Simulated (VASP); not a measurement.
The system is CuO.

```
Cu O
1.0
     3.17953    0.00000    0.00000
    -1.58977    2.75356    0.00000
     0.00000    0.00000    4.43149
Cu O
2 2
Direct
  0.00000 0.00000 0.00000
  0.00000 0.00000 0.50000
  0.33333 0.66667 0.25000
  0.66667 0.33333 0.75000
```

Base run:

```yaml
Program: VASP 6.6.1
Functional: LDA
Potentials_or_basis: VASP PAW LDA potentials, release 64 (Cu_sv_GW, O)
Cutoff: 700 eV
k_mesh: 10 × 10 × 6
Occupations: fermi-dirac, width 0.05 eV
Spin: no spin polarisation
Hubbard_terms: Cu d U = 2.0 eV
```

Its results: band gap on the k mesh zero (band 25 reaches 5.72 eV, above the bottom of band 26 at 4.58 eV); pressure -13.3 GPa.

**Question.** After a change of settings the same cell gave: band gap on the k mesh zero (band 25 reaches 5.94 eV, above the bottom of band 26 at 4.80 eV); pressure -12.7 GPa. Which change was it?
A. potentials or basis from VASP PAW LDA potentials, release 64 (Cu_sv_GW, O) to VASP PAW LDA potentials, release 64 (Cu, O); cutoff from 700 eV to 520 eV; further incar settings from ALGO = Normal; EDIFF = 1e-06; NBANDS = 33 to ALGO = Normal; EDIFF = 1e-06; NBANDS = 25; valence electrons from 50 to 34
B. hubbard terms from Cu d U = 2.0 eV to Cu d U = 4.0 eV
C. hubbard terms from Cu d U = 2.0 eV to none

**Answer.** C.

Caveats: U without spin polarisation on a metal has little footing (some runs); semilocal functionals often make such compounds metallic where correlation or magnetic order opens a gap, which also shifts bond lengths (some runs).
